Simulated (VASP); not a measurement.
AlGa3As4, 8 atoms in the cell. The structure is tetragonal, space group P-4m2 (No. 115). The conventional cell has a = 4.061 Å, b = 4.061 Å, c = 11.476 Å, α = 90.00°, β = 90.00°, γ = 90.00°. Within 3.3 Å of Al (site symmetry -4m2) lie 4 As at 2.48 Å. Within 3.3 Å of Ga (site symmetry -4m2) lie 4 As at 2.49 Å. Ga (site symmetry 2mm) has 4 As at 2.49 Å within 3.3 Å. Within 3.3 Å of As (site symmetry 2mm) lie 2 Al at 2.48 Å and 2 Ga at 2.49 Å. As (site symmetry 2mm) has 4 Ga at 2.49 Å within 3.3 Å. 

* Program: VASP 6.6.1
* Task: single point
* Functional: PBE
* Potentials or basis: VASP PAW PBE potentials, release 64 (Al, Ga_d, As)
* Cutoff: 520 eV
* k mesh: 10 × 10 × 4
* Occupations: gaussian, width 0.02 eV
* Spin: no spin polarisation
* Dipole correction: no
* Further INCAR settings: ALGO = Normal; EDIFF = 1e-06; NBANDS = 41

Potentials or basis: VASP PAW PBE potentials, release 64 (Al, Ga_d, As).

Launch:

```sh
$ cat potpaw_PBE.64/Al/POTCAR potpaw_PBE.64/Ga_d/POTCAR potpaw_PBE.64/As/POTCAR > POTCAR
$ mpirun -np 1 vasp_std > vasp.out
```

Hardware: 1 thread of Intel Xeon 6975P-C (shared host).

**Question.** Estimate the wall time of this run.

**Answer.** Run time: 9.2 min on 1 thread of Intel Xeon 6975P-C (shared host), peak memory 0.54 GiB. Counts: scf iterations 14, k points 63.
